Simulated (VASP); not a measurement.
SnO2, 6 atoms in the cell. It takes space group P2_1/m (No. 11, monoclinic). Conventional cell: a = 4.681 Å, b = 3.237 Å, c = 5.607 Å, α = 90.00°, β = 113.53°, γ = 90.00°. Sn (site symmetry m) has 7 O at 2.11 to 2.71 Å within 2.8 Å. Within 3.0 Å of O (site symmetry m) lie 4 Sn at 2.12 to 2.71 Å and 8 O at 2.72 to 2.97 Å. O (site symmetry m) has 3 Sn at 2.11 to 2.17 Å and 6 O at 2.70 to 2.97 Å within 3.0 Å.  This cell differs from its parent crystal: atoms displaced along a vibrational mode.

- Program: VASP 6.6.1
- Task: single point
- Functional: PBE
- Dispersion: D3(BJ)
- Potentials or basis: VASP PAW PBE potentials, release 64 (Sn_d, O)
- Cutoff: 520 eV
- k mesh: 8 × 6 × 6
- Occupations: gaussian, width 0.05 eV
- Spin: no spin polarisation
- Dipole correction: no
- Further INCAR settings: ALGO = Normal; EDIFF = 1e-07; NBANDS = 35

Potentials or basis: VASP PAW PBE potentials, release 64 (Sn_d, O).

Launch:

```console
$ cat potpaw_PBE.64/Sn_d/POTCAR potpaw_PBE.64/O/POTCAR > POTCAR
$ mpirun -np 1 vasp_std > vasp.out
```

Hardware: 1 thread of Intel(R) Xeon(R) Platinum 8488C (Sapphire Rapids) (shared host).

Estimate the wall time of this run.

Wall time 2.9 min on 1 thread of Intel(R) Xeon(R) Platinum 8488C (Sapphire Rapids), on a shared host, peak memory 0.34 GiB. Counts: scf iterations 16, k points 100.
